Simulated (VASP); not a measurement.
# Al3SiPd2 (P6/mmm) in VASP: notebook

Runs on Al3SiPd2. Level: PBE. Tasks: single point.

Everything below comes from runs of VASP 6.6.1. Logs are shortened: lines on timing, memory, paths and dates and some standing lists are left out, and cuts for length are marked.

**1. The cell of the first run**

The structure is hexagonal, space group P6/mmm (No. 191). The conventional cell has a = 4.077 Å, b = 4.077 Å, c = 6.073 Å, α = 90.00°, β = 90.00°, γ = 120.00°. Al (site symmetry mmm) has 4 Al at 2.04 Å and 2 Si at 2.04 Å within 2.7 Å. Si (site symmetry 6/mmm) has 2 Pd at 1.94 Å and 6 Al at 2.04 Å within 2.6 Å. Pd (site symmetry 6mm) has 1 Si at 1.94 Å and 1 Pd at 2.20 Å within 2.6 Å.

**2. Single point, PBE**

Contents of INCAR:

```
PREC = Accurate
ENCUT = 520
EDIFF = 1E-7
ISMEAR = 0
SIGMA = 0.1
LREAL = False
LASPH = True
NELM = 80
ALGO = Normal
ISIF = 2
LWAVE = False
LCHARG = True
GGA = PE
LELF = True
LVHAR = True
NBANDS = 26
```

Contents of KPOINTS:

```
regular mesh
0
Gamma
  6 6 4
```

Contents of POSCAR:

```
Al3SiPd2
1.0
    4.0774040500      0.0000000000      0.0000000000
   -2.0387020300      3.5311354900      0.0000000000
    0.0000000000      0.0000000000      6.0731470800
Al Si Pd
3 1 2
Direct
    0.5000000000      0.0000000000      0.0000000000
    0.0000000000      0.5000000000      0.0000000000
    0.5000000000      0.5000000000      0.0000000000
    0.0000000000      0.0000000000      0.0000000000
    0.0000000000      0.0000000000      0.3186213700
    0.0000000000      0.0000000000      0.6813786300
```

Potentials or basis: VASP PAW PBE potentials, release 64 (Al, Si, Pd).

Run with:

```sh
$ cat potpaw_PBE.64/Al/POTCAR potpaw_PBE.64/Si/POTCAR potpaw_PBE.64/Pd/POTCAR > POTCAR
$ mpirun -np 1 vasp_std > vasp.out
```

OUTCAR:

```text
PREC = Accurate
   ENCUT = 520
   EDIFF = 1E-7
   ISMEAR = 0
   LREAL = False
   LASPH = True
   NELM = 80
   ISIF = 2
   GGA = PE

 ion  position               nearest neighbor table
   1  0.500  0.000  0.000-   2 2.04   2 2.04   4 2.04   4 2.04   3 2.04   3 2.04   6 2.81   5 2.81
                             6 2.81   5 2.81
   2  0.000  0.500  0.000-   1 2.04   1 2.04   3 2.04   3 2.04   4 2.04   4 2.04   5 2.81   6 2.81
                             6 2.81   5 2.81
   3  0.500  0.500  0.000-   4 2.04   4 2.04   2 2.04   2 2.04   1 2.04   1 2.04   6 2.81   5 2.81
                             5 2.81   6 2.81
   4  0.000  0.000  0.000-   5 1.94   6 1.94   3 2.04   3 2.04   1 2.04   1 2.04   2 2.04   2 2.04

   5  0.000  0.000  0.319-   4 1.94   6 2.20   3 2.81   3 2.81   1 2.81   1 2.81   2 2.81   2 2.81

   6  0.000  0.000  0.681-   4 1.94   5 2.20   3 2.81   3 2.81   1 2.81   1 2.81   2 2.81   2 2.81

  LATTYP: Found a hexagonal cell.
 ALAT       =     4.0774040500
 C/A-ratio  =     1.4894641310

  Lattice vectors:

 A1 = (   4.0774040500,   0.0000000000,   0.0000000000)
 A2 = (  -2.0387020300,   3.5311354900,   0.0000000000)
 A3 = (   0.0000000000,   0.0000000000,   6.0731470800)

Analysis of symmetry for initial positions (statically):
=====================================================================
 Subroutine PRICEL returns:
 Original cell was already a primitive cell.

 Routine SETGRP: Setting up the symmetry group for a
 hexagonal supercell.

 Subroutine GETGRP returns: Found 24 space group operations
 (whereof 24 operations were pure point group operations)
 out of a pool of 24 trial point group operations.

The static configuration has the point symmetry D_6h.

Analysis of symmetry for dynamics (positions and initial velocities):
=====================================================================
 Subroutine PRICEL returns:
 Original cell was already a primitive cell.

 Routine SETGRP: Setting up the symmetry group for a
 hexagonal supercell.

 Subroutine GETGRP returns: Found 24 space group operations
 (whereof 24 operations were pure point group operations)
 out of a pool of 24 trial point group operations.

The dynamic configuration has the point symmetry D_6h.

 Subroutine INISYM returns: Found 24 space group operations
 (whereof 24 operations are pure point group operations),
 and found     1 'primitive' translations

[... 97 lines left out ...]
   NELM   =     80;   NELMIN=  2; NELMDL= -5     # of ELM steps
   EDIFF  = 0.1E-06   stopping-criterion for ELM
   LREAL  =      F    real-space projection
   EDIFFG = 0.1E-05   stopping-criterion for IOM
   NSW    =      0    number of steps for IOM
   IBRION =     -1    ionic relax: 0-MD 1-quasi-New 2-CG
   NFREE  =      0    steps in history (QN), initial steepest desc. (CG)
   ISIF   =      2    stress and relaxation
   ISYM   =      2    0-nonsym 1-usesym 2-fastsym
   POTIM  = 0.5000    time-step for ionic-motion
   TEBEG  =    0.0;   TEEND  =   0.0 temperature during run
   PSTRESS=    0.0 pullay stress
   NELECT =      33.0000    total number of electrons
   NUPDOWN=      -1.0000    fix difference up-down
   EMIN   =  10.00;   EMAX   =-10.00  energy-range for DOS
   EFERMI =   0.00;   METHOD = LEGACY
   ISMEAR =     0;   SIGMA  =   0.10  broadening in eV -4-tet -1-fermi 0-gaus
   EFERMI_NEDOS =   21; number of points for ismear=-14 and -15
   IALGO  =     38    algorithm
   IMIX   =      4    mixing-type and parameters
     AMIX     =   0.40;   BMIX     =  1.00
     AMIX_MAG =   1.60;   BMIX_MAG =  1.00
  volume/ion in A,a.u.               =      14.57        98.35
  Fermi-wavevector in a.u.,A,eV,Ry     =   1.183066  2.235670 19.043316  1.399644
  Thomas-Fermi vector in A             =   2.319307
   LORBIT       =      0    0 simple, 1 ext, 2 COOP (PROOUT), +10 PAW based schemes
   GGA     = PE    functional components
   LHFCALC =     F    Hartree Fock is set to
   AEXX    =    0.0000 exact exchange contribution
   IVDW    =     0    specifies the selected vdW correction
   LEPSILON=     F    determine dielectric tensor
   LRPA    =     F    only Hartree local field effects (RPA)
 non-spin polarized calculation
 Gauss-broadening in eV      SIGMA  =   0.10
  energy-cutoff  :      520.00
  volume of cell :       87.44
 maximum number of plane-waves:      2369
   NGX = 15   NGY = 15   NGZ = 23

 number of electron      33.0000006 magnetization

 Free energy of the ion-electron system (eV)
  ---------------------------------------------------
  ext. energy  EPLUGINS =         0.00000000
  ---------------------------------------------------
  free energy    TOTEN  =        -5.78256306 eV

  energy without entropy =       -5.76802900  energy(sigma->0) =       -5.77529603

 E-fermi :   9.3083     XC(G=0): -10.8693

 val. band max:        9.2687312631   @ k =   0.0000   0.0000   0.5000
 cond. band min:       9.3282016447   @ k =   0.3333  -0.0000   0.2500
 fundamental gap:      0.0594703816
 Fermi energy:         9.3082536273

 k-point     1 :       0.0000    0.0000    0.0000
  band No.  band energies     occupation
      1      -5.7508      2.00000
      2       1.6474      2.00000
      3       1.6474      2.00000
      4       2.0289      2.00000
      5       2.3692      2.00000
      6       5.1424      2.00000
[... 598 lines left out ...]
     25      16.4995      0.00000
     26      16.5022      0.00000

------------------------ aborting loop because EDIFF is reached ----------------------------------------

  FORCE on cell =-STRESS in cart. coord.  units (eV):
  Direction    XX          YY          ZZ          XY          YZ          ZX
  --------------------------------------------------------------------------------------
  -------------------------------------------------------------------------------------
  Total       74.4518663     74.4518664     44.0799399     -0.0000001     -0.0000000     -0.0000000
  in kB     1364.1880489   1364.1880498    807.6805881     -0.0000019     -0.0000000     -0.0000000
  external PRESSURE =    1178.6855623 kB  Pullay stress =       0.0000000 kB

 VOLUME and BASIS-vectors are now :
 -----------------------------------------------------------------------------
  energy-cutoff  :      520.00
  volume of cell :       87.44
      direct lattice vectors                 reciprocal lattice vectors
     4.077404050  0.000000000  0.000000000     0.245254085  0.141597512  0.000000000
    -2.038702030  3.531135490  0.000000000     0.000000000  0.283195024  0.000000000
     0.000000000  0.000000000  6.073147080     0.000000000  0.000000000  0.164659276

 POSITION                                       TOTAL-FORCE (eV/Angst)
 -----------------------------------------------------------------------------------
      2.03870      0.00000      0.00000         0.000000      0.000000      0.000000
     -1.01935      1.76557      0.00000         0.000000      0.000000      0.000000
      1.01935      1.76557      0.00000         0.000000      0.000000      0.000000
      0.00000      0.00000      0.00000         0.000000      0.000000      0.000000
      0.00000      0.00000      1.93503        -0.000000     -0.000000      2.448727
      0.00000      0.00000      4.13811        -0.000000      0.000000     -2.448727
 -----------------------------------------------------------------------------------
    total drift:                               -0.000000     -0.000000      0.000000

  FREE ENERGIE OF THE ION-ELECTRON SYSTEM (eV)
  ---------------------------------------------------
  free  energy   TOTEN  =        -5.7825630600 eV

  energy  without entropy=       -5.7680290041  energy(sigma->0) =       -5.77529603
```

OSZICAR:

```text
N       E                     dE             d eps       ncg     rms          rms(c)
DAV:   1     0.174264805432E+03    0.17426E+03   -0.14442E+04  1092   0.111E+03
DAV:   2    -0.900454708648E+01   -0.18327E+03   -0.16767E+03  1290   0.242E+02
DAV:   3    -0.167744632767E+02   -0.77699E+01   -0.75466E+01  1370   0.486E+01
DAV:   4    -0.169356279450E+02   -0.16116E+00   -0.16075E+00  1358   0.747E+00
DAV:   5    -0.169398415307E+02   -0.42136E-02   -0.42111E-02  1420   0.119E+00    0.256E+01
DAV:   6    -0.124281884012E+02    0.45117E+01   -0.62121E+01  1154   0.701E+01    0.230E+01
DAV:   7    -0.602282504629E+01    0.64054E+01   -0.17160E+01  1150   0.410E+01    0.819E+00
DAV:   8    -0.589394205069E+01    0.12888E+00   -0.29490E+00  1274   0.123E+01    0.424E+00
DAV:   9    -0.578615142116E+01    0.10779E+00   -0.27563E-01  1210   0.519E+00    0.938E-01
DAV:  10    -0.578292773690E+01    0.32237E-02   -0.21923E-02  1336   0.876E-01    0.348E-01
DAV:  11    -0.578260636626E+01    0.32137E-03   -0.73849E-04  1282   0.192E-01    0.239E-01
DAV:  12    -0.578257005995E+01    0.36306E-04   -0.26602E-04  1214   0.107E-01    0.410E-02
DAV:  13    -0.578256233546E+01    0.77245E-05   -0.15608E-05  1286   0.320E-02    0.123E-02
DAV:  14    -0.578256254499E+01   -0.20953E-06   -0.22340E-06  1194   0.101E-02    0.444E-03
DAV:  15    -0.578256302114E+01   -0.47615E-06   -0.25465E-07  1134   0.281E-03    0.283E-03
DAV:  16    -0.578256306002E+01   -0.38879E-07   -0.60061E-08   870   0.139E-03
   1 F= -.57825631E+01 E0= -.57752960E+01  d E =-.145341E-01
```

stdout:

```text
POSCAR found type information on POSCAR AlSiPd
 POSCAR found :  3 types and       6 ions
 scaLAPACK will be used
 LDA part: xc-table for (Slater+PW92), standard interpolation
 POSCAR, INCAR and KPOINTS ok, starting setup
 FFT: planning ... GRIDC
 FFT: planning ... GRID_SOFT
 FFT: planning ... GRID
 WAVECAR not read
 entering main loop
```

It took 46 s on 1 thread of Intel Xeon 6975P-C, shared host; peak memory 0.22 GiB.

What came out:

```yaml
Free_energy: -5.7826 eV
Pressure: 117.9 GPa
Largest_force: 2.449 eV/Å
```

Forces on the atoms (eV/Å):
```
Al   0.000  0.000  0.000
Al   0.000  0.000  0.000
Al   0.000  0.000  0.000
Si   0.000  0.000  0.000
Pd   0.000  0.000  2.449
Pd   0.000  0.000 -2.449
```

Caveat: forces of over 1 eV/Å act on the atoms, so gaps and moduli don't describe the material at rest.

**3. Single point, PBE**

This run uses another cell than the first one, of 28.07 Å³/atom, 1.926 times its volume.

Contents of INCAR:

```
PREC = Accurate
ENCUT = 520
EDIFF = 1E-6
ISMEAR = 0
SIGMA = 0.1
LREAL = F
LASPH = T
NELM = 100
ALGO = Fast
ISIF = 2
LWAVE = F
LCHARG = F
GGA = PE
NBANDS = 26
```

Contents of KPOINTS:

```
Automatic mesh
0
Gamma
  6 6 4
```

Contents of POSCAR:

```
Al3SiPd2
1.0
    5.2639687379      0.0000000037      0.0000000000
   -2.6319843722      4.5587306499      0.0000000000
    0.0000000000      0.0000000000      7.0174247511
Al Si Pd
3 1 2
Direct
    0.5000000000      0.0000000000      0.0000000000
    0.0000000000      0.5000000000      0.0000000000
    0.5000000000      0.5000000000      0.0000000000
    0.0000000000      0.0000000000      0.0000000000
    0.0000000000      0.0000000000      0.3118352396
    0.0000000000      0.0000000000      0.6881647604
```

Potentials or basis: VASP PAW PBE potentials, release 64 (Al, Si, Pd).

Run with:

```sh
$ cat potpaw_PBE.64/Al/POTCAR potpaw_PBE.64/Si/POTCAR potpaw_PBE.64/Pd/POTCAR > POTCAR
$ mpirun -np 1 vasp_std > vasp.out
```

Wall time 1.9 min (1 thread of Intel Xeon 6975P-C, shared host); peak memory 0.33 GiB.

Results (log left out):

| Property | Result |
| --- | --- |
| Free energy | -23.1961 eV |
| Pressure | 0.1 GPa |
| Largest force | 0.062 eV/Å |

Forces in eV/Å, atoms in the order of the input:
```
Al   0.000  0.000  0.000
Al   0.000  0.000  0.000
Al   0.000  0.000  0.000
Si   0.000  0.000  0.000
Pd   0.000  0.000  0.062
Pd   0.000  0.000 -0.062
```

Stress tensor (GPa, compression positive):
```
-0.02  0.00  0.00
 0.00 -0.02  0.00
 0.00  0.00  0.25
```

Levels at points of the mesh, in eV from the Fermi level:
```csv
k point,band 15,band 16,band 17,band 18,band 19,band 20
"(0.00, 0.00, 0.00)",-1.69,-1.69,-0.97,-0.91,-0.91,3.17
"(0.50, 0.00, 0.00)",-1.25,-0.10,-0.06,0.99,1.85,2.55
"(0.00, 0.00, 0.50)",-0.80,-0.80,-0.76,-0.76,0.84,2.69
"(0.50, 0.00, 0.50)",-1.09,-1.00,1.34,1.53,1.86,1.87
```
